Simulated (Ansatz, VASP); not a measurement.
PtS2: VASP beside Ansatz

The input INCAR:

```
PREC     = Accurate       # precision mode
ENCUT    = 520            # plane-wave cutoff, eV
EDIFF    = 1E-7           # SCF threshold, eV
ISMEAR   = 0              # smearing method
SIGMA    = 0.05           # smearing width, eV
LREAL    = F              # projectors in reciprocal space
LASPH    = T              # aspherical terms in the spheres
NELM     = 80             # most SCF steps
ALGO     = Normal         # electronic algorithm
ISIF     = 2              # what is computed and relaxed
LWAVE    = F              # write WAVECAR
LCHARG   = F              # write CHGCAR
GGA      = PE             # functional
IBRION   = 2              # ionic algorithm
NSW      = 50             # ionic steps
EDIFFG   = -0.01          # ionic threshold
```

The input KPOINTS:

```
Automatic mesh
0
Gamma
  9 9 4
```

POSCAR

```
PtS2
1.0
    3.5765911006      0.0000000000      0.0000000000
   -1.7882955503      3.0974187520      0.0000000000
    0.0000000000      0.0000000000      6.1718000000
Pt S
1 2
Direct
    0.0000000000      0.0000000000      0.0000000000
    0.3333333333      0.6666666667      0.1889525212
    0.6666666667      0.3333333333      0.8110474788
```

Input for Ansatz:

```yaml
crystal:
  lattice:
    - [3.5765911006, 0.0, 0.0]
    - [-1.7882955503, 3.097418752, 0.0]
    - [0.0, 0.0, 6.1718]
  atoms:
    - { symbol: Pt, position: [0.0, 0.0, 0.0] }
    - { symbol: S, position: [0.3333333333, 0.6666666667, 0.1889525212] }
    - { symbol: S, position: [0.6666666667, 0.3333333333, 0.8110474788] }
basis:
  ecutwfc: 420
kpoints:
  mp_grid: { grid: [9, 9, 4] }
hamiltonian:
  xc: pbe
  pseudopotentials: { kind: paw }
scf:
  occupations: { method: gaussian, width: 0.05 }
output:
  forces: true
  stress: true
  eigenvalues: true
relax:
  adjacent_minimum: "off"
  f_tol: 0.01
  max_steps: 30
```

Alike in both runs: task relaxation of the atoms; functional PBE; k mesh 9 × 9 × 4; occupations gaussian, width 0.05 eV; no spin polarisation.

|  | VASP | Ansatz |
| --- | --- | --- |
| version | VASP 6.6.1 | Ansatz 0.2.0 |
| potentials or method | VASP PAW PBE potentials, release 64 (Pt, S), cutoff 520 eV | scalar-relativistic, plane waves, PAW |
| valence electrons in the cell | 22 | 30 |

|  | VASP | Ansatz | Ansatz less VASP |
| --- | --- | --- | --- |
| gap on the k mesh at the Fermi level, each at its own relaxed structure (eV) | 1.46 | 1.46 | -0.006 |

VASP's potentials hold 22 valence electrons a cell and Ansatz's 30, so a difference there can come from the potentials and not from the codes. Ansatz's warnings: stress scf threshold loose.

Spin-orbit coupling is off throughout.
